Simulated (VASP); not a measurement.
# ZnS in VASP: further runs

Runs on ZnS. Level: PBEsol. Tasks: single point.

Program: VASP 6.6.1. These are calculated values, not measurements. Logs are shortened: lines on timing, memory, paths and dates and some standing lists are left out, and cuts for length are marked.

### 1 The cell of the first run

The structure is hexagonal, space group P6_3mc (No. 186). The conventional cell has a = 3.782 Å, b = 3.782 Å, c = 6.240 Å, α = 90.00°, β = 90.00°, γ = 120.00°. Zn (site symmetry 3m) has 4 S at 2.32 to 2.33 Å within 3.1 Å. S (site symmetry 3m) has 4 Zn at 2.32 to 2.33 Å within 3.1 Å.

### 2 Single point, PBEsol (z stretched by +0.5 %, x and y held)

Input file INCAR:

```
SYSTEM = ZnS
  ALGO = Normal
  EDIFF = 1E-6
  ENCUT = 520
  GGA = PS
  ISIF = 2
  ISMEAR = 0
  LASPH = .True.
  LCHARG = .False.
  LREAL = .False.
  LWAVE = .False.
  NBANDS = 26
  NELM = 60
  PREC = Accurate
  SIGMA = 0.01
```

Input file KPOINTS:

```
k-points
0
Gamma
  8 8 4
  0 0 0
```

Input file POSCAR:

```
ZnS
1.0
    3.7815781029      0.0000000000      0.0000000000
   -1.8907890514      3.2749427035      0.0000000000
    0.0000000000      0.0000000000      6.2400058242
Zn S
2 2
Direct
    0.3333333333      0.6666666667      0.0058869021
    0.6666666667      0.3333333333      0.5058869021
    0.3333333333      0.6666666667      0.3791130979
    0.6666666667      0.3333333333      0.8791130979
```

Potentials or basis: VASP PAW PBE potentials, release 64 (Zn, S).

On the command line:

```console
$ cat potpaw_PBE.64/Zn/POTCAR potpaw_PBE.64/S/POTCAR > POTCAR
$ mpirun -np 1 vasp_std > vasp.out
```

OUTCAR:

```text
SYSTEM = ZnS
   EDIFF = 1E-6
   ENCUT = 520
   GGA = PS
   ISIF = 2
   ISMEAR = 0
   LASPH = .True.
   LREAL = .False.
   NELM = 60
   PREC = Accurate

 ion  position               nearest neighbor table
   1  0.333  0.667  0.006-   4 2.32   4 2.32   4 2.32   3 2.33
   2  0.667  0.333  0.506-   3 2.32   3 2.32   3 2.32   4 2.33
   3  0.333  0.667  0.379-   2 2.32   2 2.32   2 2.32   1 2.33
   4  0.667  0.333  0.879-   1 2.32   1 2.32   1 2.32   2 2.33

  LATTYP: Found a hexagonal cell.
 ALAT       =     3.7815781029
 C/A-ratio  =     1.6501062928

  Lattice vectors:

 A1 = (   3.7815781029,   0.0000000000,   0.0000000000)
 A2 = (  -1.8907890514,   3.2749427035,   0.0000000000)
 A3 = (   0.0000000000,   0.0000000000,   6.2400058242)

Analysis of symmetry for initial positions (statically):
=====================================================================
 Subroutine PRICEL returns:
 Original cell was already a primitive cell.

 Routine SETGRP: Setting up the symmetry group for a
 hexagonal supercell.

 Subroutine GETGRP returns: Found 12 space group operations
 (whereof  6 operations were pure point group operations)
 out of a pool of 24 trial point group operations.

The static configuration has the point symmetry C_3v.
 The point group associated with its full space group is C_6v.

Analysis of symmetry for dynamics (positions and initial velocities):
=====================================================================
 Subroutine PRICEL returns:
 Original cell was already a primitive cell.

 Routine SETGRP: Setting up the symmetry group for a
 hexagonal supercell.

 Subroutine GETGRP returns: Found 12 space group operations
 (whereof  6 operations were pure point group operations)
 out of a pool of 24 trial point group operations.

The dynamic configuration has the point symmetry C_3v.
 The point group associated with its full space group is C_6v.

 Subroutine INISYM returns: Found 12 space group operations
 (whereof  6 operations are pure point group operations),
 and found     1 'primitive' translations

----------------------------------------------------------------------------------------

                                     Primitive cell

  volume of cell :      77.2791

  direct lattice vectors                    reciprocal lattice vectors
     3.781578103  0.000000000  0.000000000     0.264439864  0.152674427  0.000000000
    -1.890789051  3.274942703  0.000000000     0.000000000  0.305348854  0.000000000
     0.000000000  0.000000000  6.240005824     0.000000000  0.000000000  0.160256261

  length of vectors
     3.781578103  3.781578103  6.240005824     0.305348854  0.305348854  0.160256261

  position of ions in fractional coordinates (direct lattice)
     0.333333333  0.666666667  0.005886902
     0.666666667  0.333333333  0.505886902
     0.333333333  0.666666667  0.379113098
     0.666666667  0.333333333  0.879113098

  ion indices of the primitive-cell ions
   primitive index   ion index
                 1           1
                 2           2
                 3           3
                 4           4

----------------------------------------------------------------------------------------

 KPOINTS: k-points

Automatic generation of k-mesh.
 Grid dimensions read from file:
 generate k-points for:    8    8    4

 Generating k-lattice:

  Cartesian coordinates                     Fractional coordinates (reciprocal lattice)
     0.033054983  0.019084303  0.000000000     0.125000000 -0.000000000  0.000000000
     0.000000000  0.038168607  0.000000000     0.000000000  0.125000000  0.000000000
     0.000000000  0.000000000  0.040064065     0.000000000  0.000000000  0.250000000

  Length of vectors
     0.038168607  0.038168607  0.040064065

  Shift w.r.t. Gamma in fractional coordinates (k-lattice)
     0.000000000  0.000000000  0.000000000

 Subroutine IBZKPT returns following result:
 ===========================================

 Found     30 irreducible k-points:

 Following reciprocal coordinates:
            Coordinates               Weight
  0.000000  0.000000  0.000000      1.000000
  0.125000  0.000000  0.000000      6.000000
  0.250000  0.000000  0.000000      6.000000
  0.375000  0.000000  0.000000      6.000000
  0.500000  0.000000  0.000000      3.000000
  0.125000  0.125000  0.000000      6.000000
[... 16 lines left out ...]
  0.250000  0.000000  0.500000      6.000000
  0.375000  0.000000  0.500000      6.000000
 [... further k-points ...]
   k-points           NKPTS =     30   k-points in BZ     NKDIM =     30   number of bands    NBANDS=     26
   number of dos      NEDOS =    301   number of ions     NIONS =      4
   total plane-waves  NPLWV =  37632
   dimension x,y,z NGX =    28 NGY =   28 NGZ =   48
   dimension x,y,z NGXF=    56 NGYF=   56 NGZF=   96
   ions per type =               2   2
   NGX,Y,Z   is equivalent  to a cutoff of  12.31, 12.31, 12.79 a.u.
   NGXF,Y,Z  is equivalent  to a cutoff of  24.62, 24.62, 25.58 a.u.
 SYSTEM =  ZnS
   PREC   = accura    normal or accurate (medium, high low for compatibility)
   ISTART =      0    job   : 0-new  1-cont  2-samecut
   ICHARG =      2    charge: 1-file 2-atom 10-const
   ISPIN  =      1    spin polarized calculation?
   LNONCOLLINEAR =      F non collinear calculations
   LSORBIT =      F    spin-orbit coupling
   LASPH  =      T    aspherical Exc in radial PAW
   ENCUT  =  520.0 eV  38.22 Ry    6.18 a.u.   7.03  7.03 11.60*2*pi/ulx,y,z
   NELM   =     60;   NELMIN=  2; NELMDL= -5     # of ELM steps
   EDIFF  = 0.1E-05   stopping-criterion for ELM
   LREAL  =      F    real-space projection
   EDIFFG = 0.1E-04   stopping-criterion for IOM
   NSW    =      0    number of steps for IOM
   IBRION =     -1    ionic relax: 0-MD 1-quasi-New 2-CG
   NFREE  =      0    steps in history (QN), initial steepest desc. (CG)
   ISIF   =      2    stress and relaxation
   ISYM   =      2    0-nonsym 1-usesym 2-fastsym
   POTIM  = 0.5000    time-step for ionic-motion
   TEBEG  =    0.0;   TEEND  =   0.0 temperature during run
   PSTRESS=    0.0 pullay stress
   NELECT =      36.0000    total number of electrons
   NUPDOWN=      -1.0000    fix difference up-down
   EMIN   =  10.00;   EMAX   =-10.00  energy-range for DOS
   EFERMI =   0.00;   METHOD = LEGACY
   ISMEAR =     0;   SIGMA  =   0.01  broadening in eV -4-tet -1-fermi 0-gaus
   EFERMI_NEDOS =   21; number of points for ismear=-14 and -15
   IALGO  =     38    algorithm
   IMIX   =      4    mixing-type and parameters
     AMIX     =   0.40;   BMIX     =  1.00
     AMIX_MAG =   1.60;   BMIX_MAG =  1.00
  volume/ion in A,a.u.               =      19.32       130.38
  Fermi-wavevector in a.u.,A,eV,Ry     =   1.269078  2.398210 21.912994  1.610560
  Thomas-Fermi vector in A             =   2.402139
   LORBIT       =      0    0 simple, 1 ext, 2 COOP (PROOUT), +10 PAW based schemes
   GGA     = PS    functional components
   LHFCALC =     F    Hartree Fock is set to
   AEXX    =    0.0000 exact exchange contribution
   IVDW    =     0    specifies the selected vdW correction
   LEPSILON=     F    determine dielectric tensor
   LRPA    =     F    only Hartree local field effects (RPA)
 non-spin polarized calculation
 Gauss-broadening in eV      SIGMA  =   0.01
  energy-cutoff  :      520.00
  volume of cell :       77.28
 maximum number of plane-waves:      2092
   NGX = 15   NGY = 15   NGZ = 23

 number of electron      35.9999996 magnetization

 Free energy of the ion-electron system (eV)
  ---------------------------------------------------
  ext. energy  EPLUGINS =         0.00000000
  ---------------------------------------------------
  free energy    TOTEN  =       -15.16665657 eV

  energy without entropy =      -15.16665657  energy(sigma->0) =      -15.16665657

 E-fermi :   2.3054     XC(G=0):  -9.9413

 val. band max:        2.2405379450   @ k =   0.0000   0.0000   0.0000
 cond. band min:       4.3632001635   @ k =   0.0000   0.0000   0.0000
 fundamental gap:      2.1226622185
 Fermi energy:         2.3053677172

 k-point     1 :       0.0000    0.0000    0.0000
  band No.  band energies     occupation
      1     -11.1001      2.00000
      2     -10.1233      2.00000
      3      -4.2393      2.00000
      4      -4.2192      2.00000
      5      -4.2192      2.00000
      6      -4.1340      2.00000
[... 18 lines left out ...]
     25       9.8723      0.00000
     26      11.3704      0.00000

 k-point     2 :       0.1250    0.0000    0.0000
  band No.  band energies     occupation
      1     -10.9896      2.00000
      2     -10.0607      2.00000
      3      -4.2332      2.00000
      4      -4.2137      2.00000
      5      -4.1980      2.00000
      6      -4.1234      2.00000
[... 18 lines left out ...]
     25      10.3555      0.00000
     26      10.7125      0.00000

 k-point     3 :       0.2500    0.0000    0.0000
  band No.  band energies     occupation
      1     -10.6925      2.00000
      2      -9.9141      2.00000
      3      -4.2452      2.00000
      4      -4.1739      2.00000
      5      -4.1539      2.00000
      6      -4.0649      2.00000
[... 18 lines left out ...]
     25      10.7000      0.00000
     26      10.9725      0.00000

 k-point     4 :       0.3750    0.0000    0.0000
  band No.  band energies     occupation
      1     -10.3238      2.00000
      2      -9.7959      2.00000
      3      -4.2309      2.00000
      4      -4.1229      2.00000
      5      -4.1195      2.00000
      6      -3.9419      2.00000
[... 18 lines left out ...]
     25      10.9739      0.00000
     26      12.5836      0.00000
[... 496 lines left out ...]
      1     -10.5640      2.00000
      2     -10.5640      2.00000
      3      -4.2397      2.00000
      4      -4.2397      2.00000
      5      -4.1577      2.00000
      6      -4.1577      2.00000
[... 18 lines left out ...]
     25       9.4570      0.00000
     26       9.4570      0.00000

 k-point    23 :       0.2500    0.0000    0.5000
  band No.  band energies     occupation
      1     -10.3256      2.00000
      2     -10.3256      2.00000
      3      -4.2526      2.00000
      4      -4.2526      2.00000
      5      -4.0941      2.00000
      6      -4.0941      2.00000
[... 18 lines left out ...]
     25      10.2653      0.00000
     26      10.2653      0.00000

 k-point    24 :       0.3750    0.0000    0.5000
  band No.  band energies     occupation
      1     -10.0609      2.00000
      2     -10.0609      2.00000
      3      -4.2473      2.00000
      4      -4.2473      2.00000
      5      -4.0353      2.00000
      6      -4.0353      2.00000
[... 18 lines left out ...]
     25      11.0137      0.00000
     26      11.0137      0.00000

 [... further k-points ...]

------------------------ aborting loop because EDIFF is reached ----------------------------------------

  FORCE on cell =-STRESS in cart. coord.  units (eV):
  Direction    XX          YY          ZZ          XY          YZ          ZX
  --------------------------------------------------------------------------------------
  -------------------------------------------------------------------------------------
  Total       -0.0093248     -0.0093248     -0.2790009     -0.0000000      0.0000000      0.0000000
  in kB       -0.1933249     -0.1933249     -5.7843487     -0.0000000      0.0000000      0.0000000
  external PRESSURE =      -2.0569995 kB  Pullay stress =       0.0000000 kB

 VOLUME and BASIS-vectors are now :
 -----------------------------------------------------------------------------
  energy-cutoff  :      520.00
  volume of cell :       77.28
      direct lattice vectors                 reciprocal lattice vectors
     3.781578103  0.000000000  0.000000000     0.264439864  0.152674427  0.000000000
    -1.890789051  3.274942703  0.000000000     0.000000000  0.305348854  0.000000000
     0.000000000  0.000000000  6.240005824     0.000000000  0.000000000  0.160256261

 POSITION                                       TOTAL-FORCE (eV/Angst)
 -----------------------------------------------------------------------------------
     -0.00000      2.18330      0.03673         0.000000      0.000000      0.000680
      1.89079      1.09165      3.15674        -0.000000     -0.000000      0.000680
     -0.00000      2.18330      2.36567        -0.000000      0.000000     -0.000680
      1.89079      1.09165      5.48567         0.000000      0.000000     -0.000680
 -----------------------------------------------------------------------------------
    total drift:                               -0.000000     -0.000000     -0.000763

  FREE ENERGIE OF THE ION-ELECTRON SYSTEM (eV)
  ---------------------------------------------------
  free  energy   TOTEN  =       -15.1666565729 eV

  energy  without entropy=      -15.1666565729  energy(sigma->0) =      -15.16665657
```

Wall time 63 s (1 thread of Intel Xeon 8259CL, shared host); peak memory 0.21 GiB.

What came out:

- Free energy: -15.1667 eV
- Pressure: -0.2 GPa
- Band gap on the k mesh: 2.12 eV

Caveat: the cell differs from its parent crystal (z stretched by +0.5 %, x and y held); the PAW data sets were made with another functional, which shifts forces and pressure a little.

(Continued in part 2 of 2.)
